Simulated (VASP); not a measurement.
# Be3Bi2 (P-6m2) in VASP: a series of runs

Be3Bi2 is run at these levels: PBE; tasks: single point, relaxation of cell and atoms.

Everything below comes from runs of VASP 6.6.1. Logs are shortened: lines on timing, memory, paths and dates and some standing lists are left out, and cuts for length are marked.

## (1) The cell of the first run

The structure is hexagonal, space group P-6m2 (No. 187). Conventional cell: a = 4.203 Å, b = 4.203 Å, c = 5.161 Å, α = 90.00°, β = 90.00°, γ = 120.00°. Within 3.3 Å of Be (site symmetry 3m) lie 5 Be at 2.53 to 2.76 Å and 6 Bi at 2.74 to 2.76 Å. Be (site symmetry -6m2) has 5 Bi at 2.43 to 2.58 Å and 6 Be at 2.76 Å within 3.2 Å. Within 3.4 Å of Bi (site symmetry -6m2) lie 8 Be at 2.58 to 2.74 Å. Within 3.2 Å of Bi (site symmetry -6m2) lie 9 Be at 2.43 to 2.76 Å.

## (2) Single point, PBE

Contents of INCAR:

```
PREC = Accurate ; ENCUT = 520
EDIFF = 1E-6 ; ISMEAR = 0
SIGMA = 0.1 ; LREAL = F
LASPH = T ; NELM = 80
ALGO = Normal ; ISIF = 2
LWAVE = F ; LCHARG = T
GGA = PE ; LELF = T
LVHAR = T ; NBANDS = 26
```

Contents of KPOINTS:

```
regular mesh
0
Gamma
  6 6 4
```

Contents of POSCAR:

```
Be3Bi2
1.0
    4.2029478800      0.0000000000      0.0000000000
   -2.1014739400      3.6398596400      0.0000000000
    0.0000000000      0.0000000000      5.1610677000
Be Bi
3 2
Direct
    0.0000000000      0.0000000000      0.7454000100
    0.0000000000      0.0000000000      0.2545999900
    0.6666666700      0.3333333300      0.0000000000
    0.6666666700      0.3333333300      0.5000000000
    0.3333333300      0.6666666700      0.0000000000
```

Potentials or basis: VASP PAW PBE potentials, release 64 (Be, Bi_d).

On the command line:

```sh
$ cat potpaw_PBE.64/Be/POTCAR potpaw_PBE.64/Bi_d/POTCAR > POTCAR
$ mpirun -np 1 vasp_std > vasp.out
```

OUTCAR:

```text
PREC = Accurate
   ENCUT = 520
   EDIFF = 1E-6
   ISMEAR = 0
   LREAL = F
   LASPH = T
   NELM = 80
   ISIF = 2
   GGA = PE

 ion  position               nearest neighbor table
   1  0.000  0.000  0.745-   4 2.74   4 2.74   4 2.74   5 2.76   5 2.76   5 2.76
   2  0.000  0.000  0.255-   4 2.74   4 2.74   4 2.74   5 2.76   5 2.76   5 2.76
   3  0.667  0.333  0.000-   5 2.43   5 2.43   5 2.43   4 2.58   4 2.58
   4  0.667  0.333  0.500-   3 2.58   3 2.58   1 2.74   2 2.74   1 2.74   2 2.74   1 2.74   2 2.74
                             5 3.54   5 3.54   5 3.54   5 3.54   5 3.54   5 3.54
   5  0.333  0.667  0.000-   3 2.43   3 2.43   3 2.43   1 2.76   2 2.76   2 2.76   1 2.76   2 2.76
                             1 2.76   4 3.54   4 3.54   4 3.54   4 3.54   4 3.54   4 3.54

  LATTYP: Found a hexagonal cell.
 ALAT       =     4.2029478800
 C/A-ratio  =     1.2279637643

  Lattice vectors:

 A1 = (   4.2029478800,   0.0000000000,   0.0000000000)
 A2 = (  -2.1014739400,   3.6398596400,   0.0000000000)
 A3 = (   0.0000000000,   0.0000000000,   5.1610677000)

Analysis of symmetry for initial positions (statically):
=====================================================================
 Subroutine PRICEL returns:
 Original cell was already a primitive cell.

 Routine SETGRP: Setting up the symmetry group for a
 hexagonal supercell.

 Subroutine GETGRP returns: Found 12 space group operations
 (whereof 12 operations were pure point group operations)
 out of a pool of 24 trial point group operations.

The static configuration has the point symmetry D_3h.

Analysis of symmetry for dynamics (positions and initial velocities):
=====================================================================
 Subroutine PRICEL returns:
 Original cell was already a primitive cell.

 Routine SETGRP: Setting up the symmetry group for a
 hexagonal supercell.

 Subroutine GETGRP returns: Found 12 space group operations
 (whereof 12 operations were pure point group operations)
 out of a pool of 24 trial point group operations.

The dynamic configuration has the point symmetry D_3h.

 Subroutine INISYM returns: Found 12 space group operations
 (whereof 12 operations are pure point group operations),
 and found     1 'primitive' translations

----------------------------------------------------------------------------------------

                                     Primitive cell

  volume of cell :      78.9547

  direct lattice vectors                    reciprocal lattice vectors
     4.202947880  0.000000000  0.000000000     0.237928242  0.137367934  0.000000000
    -2.101473940  3.639859640  0.000000000     0.000000000  0.274735869  0.000000000
     0.000000000  0.000000000  5.161067700     0.000000000  0.000000000  0.193758357

  length of vectors
     4.202947880  4.202947884  5.161067700     0.274735869  0.274735869  0.193758357

  position of ions in fractional coordinates (direct lattice)
     0.000000000  0.000000000  0.745400010
     0.000000000  0.000000000  0.254599990
     0.666666670  0.333333330  0.000000000
     0.666666670  0.333333330  0.500000000
     0.333333330  0.666666670  0.000000000

  ion indices of the primitive-cell ions
   primitive index   ion index
                 1           1
                 2           2
                 3           3
                 4           4
                 5           5

----------------------------------------------------------------------------------------

 KPOINTS: regular mesh

Automatic generation of k-mesh.
 Grid dimensions read from file:
 generate k-points for:    6    6    4

 Generating k-lattice:

  Cartesian coordinates                     Fractional coordinates (reciprocal lattice)
     0.039654707  0.022894656  0.000000000     0.166666667  0.000000000  0.000000000
     0.000000000  0.045789311  0.000000000     0.000000000  0.166666667  0.000000000
     0.000000000  0.000000000  0.048439589     0.000000000  0.000000000  0.250000000

  Length of vectors
     0.045789311  0.045789311  0.048439589

  Shift w.r.t. Gamma in fractional coordinates (k-lattice)
     0.000000000  0.000000000  0.000000000

 Subroutine IBZKPT returns following result:
 ===========================================

 Found     21 irreducible k-points:

 Following reciprocal coordinates:
            Coordinates               Weight
  0.000000  0.000000  0.000000      1.000000
  0.166667  0.000000  0.000000      6.000000
  0.333333  0.000000  0.000000      6.000000
  0.500000  0.000000  0.000000      3.000000
  0.166667  0.166667  0.000000      6.000000
  0.333333  0.166667  0.000000     12.000000
[... 13 lines left out ...]
  0.333333  0.166667  0.500000     12.000000
  0.333333  0.333333  0.500000      2.000000
   k-points           NKPTS =     21   k-points in BZ     NKDIM =     21   number of bands    NBANDS=     26
   number of dos      NEDOS =    301   number of ions     NIONS =      5
   total plane-waves  NPLWV =  40960
   dimension x,y,z NGX =    32 NGY =   32 NGZ =   40
   dimension x,y,z NGXF=    64 NGYF=   64 NGZF=   80
   ions per type =               3   2
   NGX,Y,Z   is equivalent  to a cutoff of  12.66, 12.66, 12.88 a.u.
   NGXF,Y,Z  is equivalent  to a cutoff of  25.31, 25.31, 25.77 a.u.
 SYSTEM =  unknown system
   PREC   = accura    normal or accurate (medium, high low for compatibility)
   ISTART =      0    job   : 0-new  1-cont  2-samecut
   ICHARG =      2    charge: 1-file 2-atom 10-const
   ISPIN  =      1    spin polarized calculation?
   LNONCOLLINEAR =      F non collinear calculations
   LSORBIT =      F    spin-orbit coupling
   LASPH  =      T    aspherical Exc in radial PAW
   ENCUT  =  520.0 eV  38.22 Ry    6.18 a.u.   7.81  7.81  9.60*2*pi/ulx,y,z
   NELM   =     80;   NELMIN=  2; NELMDL= -5     # of ELM steps
   EDIFF  = 0.1E-05   stopping-criterion for ELM
   LREAL  =      F    real-space projection
   EDIFFG = 0.1E-04   stopping-criterion for IOM
   NSW    =      0    number of steps for IOM
   IBRION =     -1    ionic relax: 0-MD 1-quasi-New 2-CG
   NFREE  =      0    steps in history (QN), initial steepest desc. (CG)
   ISIF   =      2    stress and relaxation
   ISYM   =      2    0-nonsym 1-usesym 2-fastsym
   POTIM  = 0.5000    time-step for ionic-motion
   TEBEG  =    0.0;   TEEND  =   0.0 temperature during run
   PSTRESS=    0.0 pullay stress
   NELECT =      36.0000    total number of electrons
   NUPDOWN=      -1.0000    fix difference up-down
   EMIN   =  10.00;   EMAX   =-10.00  energy-range for DOS
[... 5 lines left out ...]
     AMIX     =   0.40;   BMIX     =  1.00
     AMIX_MAG =   1.60;   BMIX_MAG =  1.00
  volume/ion in A,a.u.               =      15.79       106.56
  Fermi-wavevector in a.u.,A,eV,Ry     =   1.260036  2.381123 21.601842  1.587691
  Thomas-Fermi vector in A             =   2.393566
   LORBIT       =      0    0 simple, 1 ext, 2 COOP (PROOUT), +10 PAW based schemes
   GGA     = PE    functional components
   LHFCALC =     F    Hartree Fock is set to
[... 5 lines left out ...]
 Gauss-broadening in eV      SIGMA  =   0.10
  energy-cutoff  :      520.00
  volume of cell :       78.95
 maximum number of plane-waves:      2154
 NGX is ok and might be reduce to    32
   NGX = 15   NGY = 15   NGZ = 19

 number of electron      35.9999992 magnetization

 Free energy of the ion-electron system (eV)
  ---------------------------------------------------
  ext. energy  EPLUGINS =         0.00000000
  ---------------------------------------------------
  free energy    TOTEN  =       -14.50337372 eV

  energy without entropy =      -14.49432440  energy(sigma->0) =      -14.49884906

 E-fermi :   9.3509     XC(G=0): -10.8097

 val. band max:        9.3270900063   @ k =   0.3333   0.0000   0.2500
 cond. band min:       9.3695080493   @ k =   0.5000   0.0000   0.0000
 fundamental gap:      0.0424180430
 Fermi energy:         9.3508784298

 k-point     1 :       0.0000    0.0000    0.0000
  band No.  band energies     occupation
      1     -13.9614      2.00000
      2     -13.9614      2.00000
      3     -13.9235      2.00000
      4     -13.9080      2.00000
      5     -13.9080      2.00000
      6     -13.7909      2.00000
[... 18 lines left out ...]
     25      12.4794      0.00000
     26      15.3002      0.00000

 k-point     2 :       0.1667    0.0000    0.0000
  band No.  band energies     occupation
      1     -13.9645      2.00000
      2     -13.9516      2.00000
      3     -13.9166      2.00000
      4     -13.9145      2.00000
      5     -13.9094      2.00000
      6     -13.7878      2.00000
[... 18 lines left out ...]
     25      12.8229      0.00000
     26      15.6589      0.00000

 k-point     3 :       0.3333    0.0000    0.0000
  band No.  band energies     occupation
      1     -13.9722      2.00000
      2     -13.9320      2.00000
      3     -13.9268      2.00000
      4     -13.9120      2.00000
      5     -13.9017      2.00000
      6     -13.7804      2.00000
[... 18 lines left out ...]
     25      15.4061      0.00000
     26      16.5634      0.00000

 k-point     4 :       0.5000    0.0000    0.0000
  band No.  band energies     occupation
      1     -13.9763      2.00000
      2     -13.9325      2.00000
      3     -13.9223      2.00000
      4     -13.9131      2.00000
      5     -13.8941      2.00000
      6     -13.7758      2.00000
[... 18 lines left out ...]
     25      15.9209      0.00000
     26      16.3489      0.00000
[... 409 lines left out ...]
      1     -13.9633      2.00000
      2     -13.9501      2.00000
      3     -13.9121      2.00000
      4     -13.8996      2.00000
      5     -13.8956      2.00000
      6     -13.7880      2.00000
[... 18 lines left out ...]
     25      14.2649      0.00000
     26      14.8047      0.00000

 k-point    20 :       0.3333    0.1667    0.5000
  band No.  band energies     occupation
      1     -13.9518      2.00000
      2     -13.9322      2.00000
      3     -13.9168      2.00000
      4     -13.8953      2.00000
      5     -13.8925      2.00000
      6     -13.7774      2.00000
[... 18 lines left out ...]
     25      14.7889      0.00000
     26      14.9903      0.00000

 k-point    21 :       0.3333    0.3333    0.5000
  band No.  band energies     occupation
      1     -13.9365      2.00000
      2     -13.9348      2.00000
      3     -13.9170      2.00000
      4     -13.8956      2.00000
      5     -13.8933      2.00000
      6     -13.7695      2.00000
[... 18 lines left out ...]
     25      13.5479      0.00000
     26      14.6854      0.00000

------------------------ aborting loop because EDIFF is reached ----------------------------------------

  FORCE on cell =-STRESS in cart. coord.  units (eV):
  Direction    XX          YY          ZZ          XY          YZ          ZX
  --------------------------------------------------------------------------------------
  -------------------------------------------------------------------------------------
  Total        9.2282969      9.2282969      6.5051982      0.0000000      0.0000000      0.0000000
  in kB      187.2638479    187.2638484    132.0057715      0.0000000      0.0000000      0.0000000
  external PRESSURE =     168.8444893 kB  Pullay stress =       0.0000000 kB

 VOLUME and BASIS-vectors are now :
 -----------------------------------------------------------------------------
  energy-cutoff  :      520.00
  volume of cell :       78.95
      direct lattice vectors                 reciprocal lattice vectors
     4.202947880  0.000000000  0.000000000     0.237928242  0.137367934  0.000000000
    -2.101473940  3.639859640  0.000000000     0.000000000  0.274735869  0.000000000
     0.000000000  0.000000000  5.161067700     0.000000000  0.000000000  0.193758357

 POSITION                                       TOTAL-FORCE (eV/Angst)
 -----------------------------------------------------------------------------------
      0.00000      0.00000      3.84706         0.000000      0.000000     -0.275062
      0.00000      0.00000      1.31401         0.000000      0.000000      0.275062
      2.10147      1.21329      0.00000         0.000000     -0.000000      0.000000
      2.10147      1.21329      2.58053        -0.000000     -0.000000      0.000000
     -0.00000      2.42657      0.00000        -0.000000     -0.000000      0.000000
 -----------------------------------------------------------------------------------
    total drift:                               -0.000001      0.000000     -0.000000

  FREE ENERGIE OF THE ION-ELECTRON SYSTEM (eV)
  ---------------------------------------------------
  free  energy   TOTEN  =       -14.5033737159 eV

  energy  without entropy=      -14.4943243962  energy(sigma->0) =      -14.49884906
```

It took 43 s on 1 thread of Intel Xeon Platinum 8488C (Sapphire Rapids), shared host; peak memory 0.19 GiB.

What came out:

```yaml
Free_energy: -14.5034 eV
Pressure: 16.9 GPa
Largest_force: 0.275 eV/Å
Band_gap_on_the_k_mesh: zero (band 18 reaches 11.34 eV, above the bottom of band 19 at 8.89 eV)
```

Forces on the atoms (eV/Å):
```
Be   0.000  0.000 -0.275
Be   0.000  0.000  0.275
Be   0.000  0.000  0.000
Bi   0.000  0.000  0.000
Bi   0.000  0.000  0.000
```

Stress tensor (GPa, compression positive):
```
18.73  0.00  0.00
 0.00 18.73  0.00
 0.00  0.00 13.20
```

Caveat: spin-orbit coupling is left out, which moves the levels of the heavy elements.

(Part 1 of 2 ends here.)
